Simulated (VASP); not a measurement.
# La2O3 (C2/m) in VASP: electric field gradients with PBE

Aim: the electric field gradients of La2O3 with PBE.

Program: VASP 6.6.1. These are calculated values, not measurements. Logs are shortened: lines on timing, memory, paths and dates and some standing lists are left out, and cuts for length are marked.

### Step 1. The cell of the first run

It takes space group C2/m (No. 12, monoclinic). The conventional cell has a = 14.764 Å, b = 3.798 Å, c = 9.224 Å, α = 90.00°, β = 100.30°, γ = 90.00°. Within 3.2 Å of La (site symmetry m) lie 7 O at 2.39 to 2.87 Å. Within 3.1 Å of La (site symmetry m) lie 7 O at 2.38 to 2.85 Å. Within 3.1 Å of La (site symmetry m) lie 6 O at 2.36 to 2.67 Å. O (site symmetry m) has 5 La at 2.38 to 3.24 Å and 6 O at 3.13 to 3.29 Å within 3.3 Å. Within 3.2 Å of O (site symmetry m) lie 5 La at 2.39 to 2.68 Å and 6 O at 3.08 to 3.15 Å. O (site symmetry m) has 4 La at 2.37 to 2.52 Å and 3 O at 2.85 to 3.08 Å within 3.1 Å. O (site symmetry m) has 4 La at 2.36 to 2.41 Å and 3 O at 2.87 to 3.08 Å within 3.1 Å. Within 3.6 Å of O (site symmetry 2/m) lie 6 La at 2.67 to 2.87 Å and 10 O at 3.26 to 3.52 Å.

### Step 2. Electric field gradients, PBE

File INCAR:

```
SYSTEM = La2O3
ALGO = Normal
EDIFF = 1E-8
ENCUT = 520
GGA = PE
ISIF = 2
ISMEAR = -1
LASPH = .TRUE.
LCHARG = .FALSE.
LEFG = .TRUE.
LREAL = Auto
LWAVE = .FALSE.
NBANDS = 73
NELM = 100
PREC = Accurate
SIGMA = 0.02
```

File KPOINTS:

```
k-points
0
G
  6 6 3
  0 0 0
```

File POSCAR:

```
La2O3
1.0
    7.3818640000     -1.8990480000      0.0000000000
    7.3818640000      1.8990480000      0.0000000000
   -1.6500300000      0.0000000000      9.0754960000
La O
6 9
Direct
    0.3095680000      0.3095680000      0.8616630000
    0.6344860000      0.6344860000      0.4925260000
    0.6904320000      0.6904320000      0.1383370000
    0.0329520000      0.0329520000      0.8120110000
    0.3655140000      0.3655140000      0.5074740000
    0.9670480000      0.9670480000      0.1879890000
    0.2002990000      0.2002990000      0.6272990000
    0.1281210000      0.1281210000      0.2863470000
    0.5258410000      0.5258410000      0.6566500000
    0.1759280000      0.1759280000      0.9748510000
    0.8240720000      0.8240720000      0.0251490000
    0.7997010000      0.7997010000      0.3727010000
    0.4741590000      0.4741590000      0.3433500000
    0.8718790000      0.8718790000      0.7136530000
    0.5000000000      0.5000000000      0.0000000000
```

Potentials or basis: VASP PAW PBE potentials, release 64 (La, O).

The run is started by

```
$ cat potpaw_PBE.64/La/POTCAR potpaw_PBE.64/O/POTCAR > POTCAR
$ mpirun -np 1 vasp_std > vasp.out
```

OUTCAR:

```text
SYSTEM = La2O3
   EDIFF = 1E-8
   ENCUT = 520
   GGA = PE
   ISIF = 2
   ISMEAR = -1
   LASPH = .TRUE.
   LREAL = Auto
   NELM = 100
   PREC = Accurate

 ion  position               nearest neighbor table
   1  0.310  0.310  0.862-  10 2.39  11 2.41  11 2.41   7 2.46  14 2.60  14 2.60   5 3.51
   2  0.634  0.634  0.493-   7 2.38   7 2.38   9 2.39  13 2.52   8 2.68   8 2.68   3 3.51
   3  0.690  0.690  0.138-  11 2.39  10 2.41  10 2.41  12 2.46   8 2.60   8 2.60   2 3.51
   4  0.033  0.033  0.812-  10 2.36   9 2.37   9 2.37  14 2.39  15 2.67  15 2.67
   5  0.366  0.366  0.507-  12 2.38  12 2.38  13 2.39   9 2.52  14 2.68  14 2.68   1 3.51
   6  0.967  0.967  0.188-  11 2.36  13 2.37  13 2.37   8 2.39  15 2.67  15 2.67
   7  0.200  0.200  0.627-   2 2.38   2 2.38   1 2.46
   8  0.128  0.128  0.286-   6 2.39   3 2.60   3 2.60   2 2.68   2 2.68
   9  0.526  0.526  0.657-   4 2.37   4 2.37   2 2.39   5 2.52
  10  0.176  0.176  0.975-   4 2.36   1 2.39   3 2.41   3 2.41
  11  0.824  0.824  0.025-   6 2.36   3 2.39   1 2.41   1 2.41
  12  0.800  0.800  0.373-   5 2.38   5 2.38   3 2.46
  13  0.474  0.474  0.343-   6 2.37   6 2.37   5 2.39   2 2.52
  14  0.872  0.872  0.714-   4 2.39   1 2.60   1 2.60   5 2.68   5 2.68
  15  0.500  0.500  0.000-   4 2.67   4 2.67   6 2.67   6 2.67

  LATTYP: Found a base centered monoclinic cell.
 ALAT       =    14.7637280000
 B/A-ratio  =     0.2572586003
 C/A-ratio  =     0.6247929909
 COS(beta)  =    -0.1788791227

  Lattice vectors:

 A1 = (   7.3818640000,  -1.8990480000,   0.0000000000)
 A2 = (   7.3818640000,   1.8990480000,   0.0000000000)
 A3 = (  -1.6500300000,   0.0000000000,   9.0754960000)

Analysis of symmetry for initial positions (statically):
=====================================================================
 Subroutine PRICEL returns:
 Original cell was already a primitive cell.

 Routine SETGRP: Setting up the symmetry group for a
 base centered monoclinic supercell.

 Subroutine GETGRP returns: Found  4 space group operations
 (whereof  4 operations were pure point group operations)
 out of a pool of  4 trial point group operations.

The static configuration has the point symmetry C_2h.

Analysis of symmetry for dynamics (positions and initial velocities):
=====================================================================
 Subroutine PRICEL returns:
 Original cell was already a primitive cell.

 Routine SETGRP: Setting up the symmetry group for a
 base centered monoclinic supercell.

 Subroutine GETGRP returns: Found  4 space group operations
 (whereof  4 operations were pure point group operations)
 out of a pool of  4 trial point group operations.

The dynamic configuration has the point symmetry C_2h.

 Subroutine INISYM returns: Found  4 space group operations
 (whereof  4 operations are pure point group operations),
 and found     1 'primitive' translations

----------------------------------------------------------------------------------------

                                     Primitive cell

  volume of cell :     254.4499

  direct lattice vectors                    reciprocal lattice vectors
     7.381864000 -1.899048000  0.000000000     0.067733570 -0.263289817  0.012314745
     7.381864000  1.899048000  0.000000000     0.067733570  0.263289817  0.012314745
    -1.650030000  0.000000000  9.075496000     0.000000000  0.000000000  0.110186815

  length of vectors
     7.622224047  7.622224047  9.224273773     0.272141539  0.272141539  0.110186815

  position of ions in fractional coordinates (direct lattice)
     0.309568000  0.309568000  0.861663000
     0.634486000  0.634486000  0.492526000
     0.690432000  0.690432000  0.138337000
     0.032952000  0.032952000  0.812011000
     0.365514000  0.365514000  0.507474000
     0.967048000  0.967048000  0.187989000
     0.200299000  0.200299000  0.627299000
     0.128121000  0.128121000  0.286347000
     0.525841000  0.525841000  0.656650000
     0.175928000  0.175928000  0.974851000
     0.824072000  0.824072000  0.025149000
     0.799701000  0.799701000  0.372701000
     0.474159000  0.474159000  0.343350000
     0.871879000  0.871879000  0.713653000
     0.500000000  0.500000000  0.000000000

  ion indices of the primitive-cell ions
   primitive index   ion index
                 1           1
                 2           2
                 3           3
                 4           4
                 5           5
                 6           6
                 7           7
                 8           8
                 9           9
                10          10
                11          11
                12          12
                13          13
                14          14
                15          15

[... 89 lines left out ...]
   IMIX   =      4    mixing-type and parameters
     AMIX     =   0.40;   BMIX     =  1.00
     AMIX_MAG =   1.60;   BMIX_MAG =  1.00
  volume/ion in A,a.u.               =      16.96       114.47
  Fermi-wavevector in a.u.,A,eV,Ry     =   1.274289  2.408056 22.093296  1.623811
  Thomas-Fermi vector in A             =   2.407065
   LORBIT       =      0    0 simple, 1 ext, 2 COOP (PROOUT), +10 PAW based schemes
   GGA     = PE    functional components
   LHFCALC =     F    Hartree Fock is set to
   AEXX    =    0.0000 exact exchange contribution
   IVDW    =     0    specifies the selected vdW correction
   LEPSILON=     F    determine dielectric tensor
   LRPA    =     F    only Hartree local field effects (RPA)
 non-spin polarized calculation
  energy-cutoff  :      520.00
  volume of cell :      254.45
 maximum number of plane-waves:      6881
 NGX is ok and might be reduce to    60
   NGX = 29   NGY = 29   NGZ = 35

 number of electron     120.0000002 magnetization

 Free energy of the ion-electron system (eV)
  ---------------------------------------------------
  ext. energy  EPLUGINS =         0.00000000
  ---------------------------------------------------
  free energy    TOTEN  =      -125.39878396 eV

  energy without entropy =     -125.39878396  energy(sigma->0) =     -125.39878396

 E-fermi :   6.1483     XC(G=0): -10.2584

 val. band max:        5.6437809966   @ k =   0.5000   0.0000  -0.0000
 cond. band min:       9.0890327486   @ k =   0.5000   0.5000  -0.0000
 fundamental gap:      3.4452517520
 Fermi energy:         6.1483209194

 k-point     1 :       0.0000    0.0000    0.0000
  band No.  band energies     occupation
      1     -24.2860      2.00000
      2     -24.1476      2.00000
      3     -24.1471      2.00000
      4     -24.0776      2.00000
      5     -23.9885      2.00000
      6     -23.9832      2.00000
[... 1789 lines left out ...]
     71      10.6634      0.00000
     72      10.7130      0.00000

 [... further k-points ...]

 [bands above 72 left out]

------------------------ aborting loop because EDIFF is reached ----------------------------------------

  FORCE on cell =-STRESS in cart. coord.  units (eV):
  Direction    XX          YY          ZZ          XY          YZ          ZX
  --------------------------------------------------------------------------------------
  -------------------------------------------------------------------------------------
  Total        0.1313200      0.0492117      0.0529710      0.0000000      0.0000000     -0.0356850
  in kB        0.8268737      0.3098679      0.3335386      0.0000000      0.0000000     -0.2246950
  external PRESSURE =       0.4900934 kB  Pullay stress =       0.0000000 kB

 VOLUME and BASIS-vectors are now :
 -----------------------------------------------------------------------------
  energy-cutoff  :      520.00
  volume of cell :      254.45
      direct lattice vectors                 reciprocal lattice vectors
     7.381864000 -1.899048000  0.000000000     0.067733570 -0.263289817  0.012314745
     7.381864000  1.899048000  0.000000000     0.067733570  0.263289817  0.012314745
    -1.650030000  0.000000000  9.075496000     0.000000000  0.000000000  0.110186815

 POSITION                                       TOTAL-FORCE (eV/Angst)
 -----------------------------------------------------------------------------------
      3.14861      0.00000      7.82002        -0.026356      0.000000      0.000512
      8.55470      0.00000      4.46992        -0.022711      0.000000      0.014873
      9.96509      0.00000      1.25548         0.026356      0.000000     -0.000512
     -0.85335      0.00000      7.36940        -0.001150      0.000000      0.013779
      4.55900      0.00000      4.60558         0.022711      0.000000     -0.014873
     13.96705      0.00000      1.70609         0.001150      0.000000     -0.013779
      1.92210      0.00000      5.69305        -0.015837      0.000000      0.019617
      1.41906      0.00000      2.59874         0.014160      0.000000      0.008536
      6.67988      0.00000      5.95942         0.000550      0.000000     -0.000948
      0.98882      0.00000      8.84726        -0.003894      0.000000     -0.001537
     12.12488      0.00000      0.22824         0.003894      0.000000      0.001537
     11.19160      0.00000      3.38245         0.015837      0.000000     -0.019617
      6.43382      0.00000      3.11607        -0.000550      0.000000      0.000948
     11.69464      0.00000      6.47675        -0.014160      0.000000     -0.008536
      7.38186      0.00000      0.00000        -0.000000      0.000000      0.000000
 -----------------------------------------------------------------------------------
    total drift:                                0.000000     -0.000000     -0.000000

  FREE ENERGIE OF THE ION-ELECTRON SYSTEM (eV)
  ---------------------------------------------------
  free  energy   TOTEN  =      -125.3987839586 eV

  energy  without entropy=     -125.3987839586  energy(sigma->0) =     -125.39878396

 Electric field gradients (V/A^2)
---------------------------------------------------------------------
 ion       V_xx      V_yy      V_zz      V_xy      V_xz      V_yz
---------------------------------------------------------------------
   1      81.499   -25.204   -56.295     0.000    43.444     0.000
   2      41.804   -35.761    -6.043     0.000   -15.412    -0.000
   3      81.499   -25.204   -56.295     0.000    43.444     0.000
   4      22.907   -24.082     1.175    -0.000  -183.188    -0.000
   5      41.804   -35.761    -6.043     0.000   -15.412     0.000
   6      22.907   -24.082     1.175     0.000  -183.188    -0.000
   7      17.828   -19.358     1.531     0.000   -14.640     0.000
   8     -18.625    14.148     4.477     0.000    -7.612    -0.000
   9       4.995    -2.911    -2.084    -0.000     3.921     0.000
  10      -5.285     4.165     1.120    -0.000    -4.604    -0.000
  11      -5.285     4.165     1.120    -0.000    -4.604    -0.000
  12      17.828   -19.358     1.531     0.000   -14.640    -0.000
  13       4.995    -2.911    -2.084    -0.000     3.921     0.000
  14     -18.625    14.148     4.477    -0.000    -7.612     0.000
  15       4.353     0.670    -5.024    -0.000    11.593    -0.000
---------------------------------------------------------------------

 Electric field gradients after diagonalization (V/A^2)
 (convention: |V_zz| > |V_xx| > |V_yy|)
----------------------------------------------------------------------
 ion       V_xx      V_yy      V_zz     asymmetry (V_yy - V_xx)/ V_zz
----------------------------------------------------------------------
   1     -68.848   -25.204    94.053       0.464
   2     -35.761   -10.578    46.338       0.543
   3     -68.848   -25.204    94.053       0.464
   4    -171.469   -24.082   195.551       0.754
   5     -35.761   -10.578    46.338       0.543
   6    -171.469   -24.082   195.551       0.754
   7     -19.358    -7.076    26.434       0.465
   8      14.148     6.760   -20.908       0.353
   9      -3.827    -2.911     6.738       0.136
  10       4.165     3.525    -7.691       0.083
  11       4.165     3.525    -7.691       0.083
  12     -19.358    -7.076    26.434       0.465
  13      -3.827    -2.911     6.738       0.136
  14      14.148     6.760   -20.908       0.353
  15      12.170     0.670   -12.840       0.896
----------------------------------------------------------------------

           NMR quadrupolar parameters

 Cq : quadrupolar parameter    Cq=e*Q*V_zz/h
 eta: asymmetry parameters     (V_yy - V_xx)/ V_zz
 Q  : nuclear electric quadrupole moment in mb (millibarn)
----------------------------------------------------------------------
 ion       Cq(MHz)       eta       Q (mb)
----------------------------------------------------------------------
   1       0.227       0.464       1.000
   2       0.112       0.543       1.000
   3       0.227       0.464       1.000
   4       0.473       0.754       1.000
   5       0.112       0.543       1.000
   6       0.473       0.754       1.000
   7       0.064       0.465       1.000
   8      -0.051       0.353       1.000
   9       0.016       0.136       1.000
  10      -0.019       0.083       1.000
  11      -0.019       0.083       1.000
  12       0.064       0.465       1.000
  13       0.016       0.136       1.000
  14      -0.051       0.353       1.000
  15      -0.031       0.896       1.000
----------------------------------------------------------------------
```

Run time: 90 min. Hardware: 1 thread of Intel Xeon Platinum 8259CL at 2.50GHz (Skylake/Cascade Lake), shared host; peak memory 0.8 GiB.

Results:

```
Free energy                             : -125.3988 eV
Pressure                                : 0.0 GPa
Largest force                           : 0.027 eV/Å
Band gap on the k mesh                  : 3.45 eV (least direct gap 3.65 eV)
Largest electric field gradient by atom : La +94.1, +46.3, +195.6 (each value once); O +26.4, -20.9, +6.7, -7.7, -12.8 (each value once) V/Å²
```

Forces in eV/Å, atoms in the order of the input:
```
La  -0.026  0.000  0.001
La  -0.023  0.000  0.015
La   0.026  0.000 -0.001
La  -0.001  0.000  0.014
La   0.023  0.000 -0.015
La   0.001  0.000 -0.014
O   -0.016  0.000  0.020
O    0.014  0.000  0.009
O    0.001  0.000 -0.001
O   -0.004  0.000 -0.002
O    0.004  0.000  0.002
O    0.016  0.000 -0.020
O   -0.001  0.000  0.001
O   -0.014  0.000 -0.009
O    0.000  0.000  0.000
```

Levels at points of the mesh, in eV from the valence-band top:
```csv
k point,band 57,band 58,band 59,band 60,band 61,band 62,band 63,band 64
"(0.00, 0.00, 0.00)",-0.41,-0.25,-0.23,-0.18,3.65,4.05,4.09,4.41
"(0.50, 0.00, 0.00)",-0.43,-0.29,-0.12,0.00,4.17,4.18,4.54,4.56
"(0.50, 0.50, 0.00)",-0.55,-0.51,-0.38,-0.20,3.45,4.21,4.36,4.45
```

Electric field gradients, principal values (V/Å²):
| atom | least | middle | greatest (by size) |
| --- | --- | --- | --- |
| 1 La | -25.204 | -68.848 | 94.053 |
| 2 La | -10.578 | -35.761 | 46.338 |
| 3 La | -25.204 | -68.848 | 94.053 |
| 4 La | -24.082 | -171.469 | 195.551 |
| 5 La | -10.578 | -35.761 | 46.338 |
| 6 La | -24.082 | -171.469 | 195.551 |
| 7 O | -7.076 | -19.358 | 26.434 |
| 8 O | 6.760 | 14.148 | -20.908 |
| 9 O | -2.911 | -3.827 | 6.738 |
| 10 O | 3.525 | 4.165 | -7.691 |
| 11 O | 3.525 | 4.165 | -7.691 |
| 12 O | -7.076 | -19.358 | 26.434 |
| 13 O | -2.911 | -3.827 | 6.738 |
| 14 O | 6.760 | 14.148 | -20.908 |
| 15 O | 0.670 | 12.170 | -12.840 |

Caveat: without QUAD_EFG the Cq values of the log hold for a quadrupole moment of 1 mb, not for the nuclei; spin-orbit coupling is left out, which moves the levels of the heavy elements.
